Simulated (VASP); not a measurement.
# ZnO (NiAs type) (P6_3/mmc) in VASP: notebook, part 2 of 2

VASP 6.6.1. The steps go on from the part before.

### 3 Single point, PBE

File INCAR:

```
SYSTEM = ZnO
PREC = Accurate ; ENCUT = 520
EDIFF = 1E-6 ; ISMEAR = -1
SIGMA = 0.08 ; LREAL = .FALSE.
LASPH = .TRUE. ; NELM = 100
ALGO = Normal ; ISIF = 2
LWAVE = .FALSE. ; LCHARG = .FALSE.
GGA = PE ; NBANDS = 26
```

File KPOINTS:

```
regular mesh
0
G
  11 11 7
  0 0 0
```

File POSCAR:

```
ZnO
1.0
    3.0252058929      0.0000000000      0.0000000000
   -1.5126029465      2.6199051550      0.0000000000
    0.0000000000      0.0000000000      5.1920230816
Zn O
2 2
Direct
    0.0000000000      0.0000000000      0.0000000000
    0.0000000000      0.0000000000      0.5000000000
    0.3333333333      0.6666666667      0.2500000000
    0.6666666667      0.3333333333      0.7500000000
```

Potentials or basis: VASP PAW PBE potentials, release 64 (Zn, O).

On the command line:

```
$ cat potpaw_PBE.64/Zn/POTCAR potpaw_PBE.64/O/POTCAR > POTCAR
$ mpirun -np 1 vasp_std > vasp.out
```

OUTCAR:

```text
SYSTEM = ZnO
   PREC = Accurate
   ENCUT = 520
   EDIFF = 1E-6
   ISMEAR = -1
   LREAL = .FALSE.
   LASPH = .TRUE.
   NELM = 100
   ISIF = 2
   GGA = PE

 ion  position               nearest neighbor table
   1  0.000  0.000  0.000-   3 2.18   4 2.18   4 2.18   3 2.18   4 2.18   3 2.18   2 2.60   2 2.60

   2  0.000  0.000  0.500-   3 2.18   4 2.18   4 2.18   3 2.18   4 2.18   3 2.18   1 2.60   1 2.60

   3  0.333  0.667  0.250-   1 2.18   2 2.18   1 2.18   2 2.18   1 2.18   2 2.18
   4  0.667  0.333  0.750-   1 2.18   2 2.18   1 2.18   2 2.18   1 2.18   2 2.18

  LATTYP: Found a hexagonal cell.
 ALAT       =     3.0252058929
 C/A-ratio  =     1.7162544519

  Lattice vectors:

 A1 = (   3.0252058929,   0.0000000000,   0.0000000000)
 A2 = (  -1.5126029465,   2.6199051550,   0.0000000000)
 A3 = (   0.0000000000,   0.0000000000,   5.1920230816)

Analysis of symmetry for initial positions (statically):
=====================================================================
 Subroutine PRICEL returns:
 Original cell was already a primitive cell.

 Routine SETGRP: Setting up the symmetry group for a
 hexagonal supercell.

 Subroutine GETGRP returns: Found 24 space group operations
 (whereof 12 operations were pure point group operations)
 out of a pool of 24 trial point group operations.

The static configuration has the point symmetry D_3d.
 The point group associated with its full space group is D_6h.

Analysis of symmetry for dynamics (positions and initial velocities):
=====================================================================
 Subroutine PRICEL returns:
 Original cell was already a primitive cell.

 Routine SETGRP: Setting up the symmetry group for a
 hexagonal supercell.

 Subroutine GETGRP returns: Found 24 space group operations
 (whereof 12 operations were pure point group operations)
[... 123 lines left out ...]
   EFERMI_NEDOS =   21; number of points for ismear=-14 and -15
   IALGO  =     38    algorithm
   IMIX   =      4    mixing-type and parameters
     AMIX     =   0.40;   BMIX     =  1.00
     AMIX_MAG =   1.60;   BMIX_MAG =  1.00
  volume/ion in A,a.u.               =      10.29        69.42
  Fermi-wavevector in a.u.,A,eV,Ry     =   1.565729  2.958799 33.354786  2.451508
  Thomas-Fermi vector in A             =   2.668162
   LORBIT       =      0    0 simple, 1 ext, 2 COOP (PROOUT), +10 PAW based schemes
   GGA     = PE    functional components
   LHFCALC =     F    Hartree Fock is set to
   AEXX    =    0.0000 exact exchange contribution
   IVDW    =     0    specifies the selected vdW correction
   LEPSILON=     F    determine dielectric tensor
   LRPA    =     F    only Hartree local field effects (RPA)
 non-spin polarized calculation
  energy-cutoff  :      520.00
  volume of cell :       41.15
 maximum number of plane-waves:      1135
 NGX is ok and might be reduce to    24
   NGX = 11   NGY = 11   NGZ = 19

 number of electron      35.9999997 magnetization

 Free energy of the ion-electron system (eV)
  ---------------------------------------------------
  ext. energy  EPLUGINS =         0.00000000
  ---------------------------------------------------
  free energy    TOTEN  =       -16.95435620 eV

  energy without entropy =      -16.95394998  energy(sigma->0) =      -16.95415309

 E-fermi :   2.6494     XC(G=0): -11.9918

 val. band max:        2.2360598484   @ k =   0.0000   0.0000   0.0000
 cond. band min:       2.7539035872   @ k =   0.0000   0.0000   0.0000
 fundamental gap:      0.5178437388
 Fermi energy:         2.6493562486

 k-point     1 :       0.0000    0.0000    0.0000
  band No.  band energies     occupation
      1     -15.9418      2.00000
      2     -14.8194      2.00000
      3      -4.8507      2.00000
      4      -3.4414      2.00000
      5      -3.4414      2.00000
      6      -3.3091      2.00000
[... 685 lines left out ...]
     25      15.8625      0.00000
     26      17.5314      0.00000

 [... further k-points ...]

------------------------ aborting loop because EDIFF is reached ----------------------------------------

  FORCE on cell =-STRESS in cart. coord.  units (eV):
  Direction    XX          YY          ZZ          XY          YZ          ZX
  --------------------------------------------------------------------------------------
  -------------------------------------------------------------------------------------
  Total        0.2226337      0.2226337      0.2538800     -0.0000000     -0.0000000      0.0000000
  in kB        8.6681079      8.6681079      9.8846632     -0.0000000     -0.0000000      0.0000000
  external PRESSURE =       9.0736263 kB  Pullay stress =       0.0000000 kB

 VOLUME and BASIS-vectors are now :
 -----------------------------------------------------------------------------
  energy-cutoff  :      520.00
  volume of cell :       41.15
      direct lattice vectors                 reciprocal lattice vectors
     3.025205893  0.000000000  0.000000000     0.330556014  0.190846603  0.000000000
    -1.512602946  2.619905155  0.000000000     0.000000000  0.381693207  0.000000000
     0.000000000  0.000000000  5.192023082     0.000000000  0.000000000  0.192603150

 POSITION                                       TOTAL-FORCE (eV/Angst)
 -----------------------------------------------------------------------------------
      0.00000      0.00000      0.00000         0.000000      0.000000     -0.000000
      0.00000      0.00000      2.59601         0.000000      0.000000     -0.000000
     -0.00000      1.74660      1.29801        -0.000000      0.000000     -0.000000
      1.51260      0.87330      3.89402         0.000000     -0.000000      0.000000
 -----------------------------------------------------------------------------------
    total drift:                               -0.000000      0.000000      0.000000

  FREE ENERGIE OF THE ION-ELECTRON SYSTEM (eV)
  ---------------------------------------------------
  free  energy   TOTEN  =       -16.9543562034 eV

  energy  without entropy=      -16.9539499827  energy(sigma->0) =      -16.95415309
```

It took 22 s on 1 thread of Intel Xeon 6975P-C (Granite Rapids), shared host; peak memory 0.19 GiB.

Results:

* Free energy: -16.9544 eV
* Pressure: 0.9 GPa
* Band gap on the k mesh: 0.52 eV

### 4 Relaxation of shape and atoms at fixed volume, PBE

This run uses another cell than the first one, of 5.66 Å³/atom.

File INCAR:

```
PREC     = Accurate       # precision mode
ENCUT    = 600            # plane-wave cutoff, eV
EDIFF    = 1E-6           # SCF threshold, eV
ISMEAR   = -1             # smearing method
SIGMA    = 0.08           # smearing width, eV
LREAL    = F              # projectors in reciprocal space
LASPH    = T              # aspherical terms in the spheres
NELM     = 60             # most SCF steps
ALGO     = Normal         # electronic algorithm
ISIF     = 4              # what is computed and relaxed
LWAVE    = F              # write WAVECAR
LCHARG   = F              # write CHGCAR
GGA      = PE             # functional
IBRION   = 2              # ionic algorithm
NSW      = 50             # ionic steps
EDIFFG   = -0.005         # ionic threshold
```

File KPOINTS:

```
regular mesh
0
Gamma
  11 11 7
```

File POSCAR:

```
ZnO
1.0
    2.4786155360      0.0000000000      0.0000000000
   -1.2393077680      2.1465440204      0.0000000000
    0.0000000000      0.0000000000      4.2539349482
Zn O
2 2
Direct
    0.0000000000      0.0000000000      0.0000000000
    0.0000000000      0.0000000000      0.5000000000
    0.3333333333      0.6666666667      0.2500000000
    0.6666666667      0.3333333333      0.7500000000
```

On the command line:

```
$ cat potpaw_PBE.64/Zn/POTCAR potpaw_PBE.64/O/POTCAR > POTCAR
$ mpirun -np 1 vasp_std > vasp.out
```

Run time: 57 s. Hardware: 1 thread of Intel Xeon 6975P-C (Granite Rapids), shared host; peak memory 0.16 GiB.

It converged, with:

```
Free energy               : -4.4587 eV
Energy gained by relaxing : 111.1 meV/atom
Ionic steps               : 6
Pressure after relaxing   : 364.8 GPa
Band gap on the k mesh    : 4.14 eV
```

The path:
| step | energy change (eV) | largest force (eV/Å) | pressure (GPa) | volume (Å³) |
| --- | --- | --- | --- | --- |
| 1 | 0.0000 | 0.0000 | 384.48 | 22.63 |
| 2 | -0.3894 | 0.0000 | 371.87 | 22.63 |
| 3 | -0.4357 | 0.0000 | 362.03 | 22.63 |
| 4 | -0.4444 | 0.0000 | 365.28 | 22.63 |
| 5 | -0.4445 | 0.0000 | 364.61 | 22.63 |
| 6 | -0.4445 | 0.0000 | 364.79 | 22.63 |

Final structure:
```xyz
4
Lattice="2.3565 0.0000 0.0000 -1.1783 2.0408 0.0000 0.0000 0.0000 4.7062" Properties=species:S:1:pos:R:3 pbc="T T T"
Zn    0.0000    0.0000    4.7062
Zn    0.0000    0.0000    2.3531
O     0.0000    1.3605    1.1765
O     1.1783    0.6803    3.5296
```

Levels at points of the mesh, in eV from the valence-band top:
```csv
k point,band 14,band 15,band 16,band 17,band 18,band 19,band 20,band 21,band 22
"(0.00, 0.00, 0.00)",-5.50,-2.89,-2.89,0.00,0.00,4.14,9.40,11.68,18.16
```

Caveat: an odd mesh through Γ misses points on the zone boundary, where band edges can lie.

### 5 Relaxation of shape and atoms at fixed volume, PBE

This run uses another cell than the first one, of 6.58 Å³/atom.

File INCAR:

```
  PREC = Accurate
  ENCUT = 600
  EDIFF = 1E-6
  ISMEAR = -1
  SIGMA = 0.08
  LREAL = F
  LASPH = T
  NELM = 80
  ALGO = Normal
  ISIF = 4
  LWAVE = F
  LCHARG = F
  GGA = PE
  IBRION = 2
  NSW = 50
  EDIFFG = -0.005
```

KPOINTS is that of step 4.

File POSCAR:

```
ZnO
1.0
    2.6070434081      0.0000000000      0.0000000000
   -1.3035217040      2.2577658202      0.0000000000
    0.0000000000      0.0000000000      4.4743498553
Zn O
2 2
Direct
    0.0000000000      0.0000000000      0.0000000000
    0.0000000000      0.0000000000      0.5000000000
    0.3333333333      0.6666666667      0.2500000000
    0.6666666667      0.3333333333      0.7500000000
```

On the command line:

```
$ cat potpaw_PBE.64/Zn/POTCAR potpaw_PBE.64/O/POTCAR > POTCAR
$ mpirun -np 1 vasp_std > vasp.out
```

Wall time 47 s (1 thread of Intel Xeon 6975P-C (Granite Rapids), shared host); peak memory 0.18 GiB.

It converged, with:

```yaml
Free_energy: -10.7701 eV
Energy_gained_by_relaxing: 38.8 meV/atom
Ionic_steps: 4
Pressure_after_relaxing: 197.1 GPa
Band_gap_on_the_k_mesh: 3.08 eV
```

Step by step:
| step | energy change (eV) | largest force (eV/Å) | pressure (GPa) | volume (Å³) |
| --- | --- | --- | --- | --- |
| 1 | 0.0000 | 0.0000 | 204.14 | 26.34 |
| 2 | -0.1393 | 0.0000 | 199.43 | 26.34 |
| 3 | -0.1549 | 0.0000 | 196.80 | 26.34 |
| 4 | -0.1552 | 0.0000 | 197.13 | 26.34 |

Final structure:
```
CELL_PARAMETERS angstrom
2.52985 0.00000 0.00000
-1.26492 2.19091 0.00000
0.00000 0.00000 4.75159
ATOMIC_POSITIONS crystal
Zn 0.00000 0.00000 0.00000
Zn 0.00000 0.00000 0.50000
O 0.33333 0.66667 0.25000
O 0.66667 0.33333 0.75000
```

Levels at points of the mesh, in eV from the valence-band top:
```tsv
k point	band 16	band 17	band 18	band 19	band 20	band 21
(0.00, 0.00, 0.00)	-2.59	0.00	0.00	3.08	7.77	11.10
```

Caveat: an odd mesh through Γ misses points on the zone boundary, where band edges can lie.

### 6 Overview

| task | cell | cutoff (eV) | gap on the mesh (eV) | pressure (GPa) |
| --- | --- | --- | --- | --- |
| single point | a = 3.025, b = 3.025, c = 5.192 Å, angles 90.0, 90.0, 120.0°, 4 atoms | 520 | 0.52 | 0.9 |
| relaxation of shape and atoms at fixed volume | relaxed from a = 2.479, b = 2.479, c = 4.254 Å, angles 90.0, 90.0, 120.0°, 4 atoms | 600 | 4.14 | 364.8 |
| relaxation of shape and atoms at fixed volume | relaxed from a = 2.607, b = 2.607, c = 4.474 Å, angles 90.0, 90.0, 120.0°, 4 atoms | 600 | 3.08 | 197.1 |

Alike in all rows: level PBE; potentials or basis VASP PAW PBE potentials, release 64 (Zn, O); no spin polarisation; k mesh 11 × 11 × 7; smearing fermi-dirac 0.08 eV.

Caveats: an odd mesh through Γ misses points on the zone boundary, where band edges can lie (at least some runs).

Absolute energies hang on the potentials; compare differences alone.
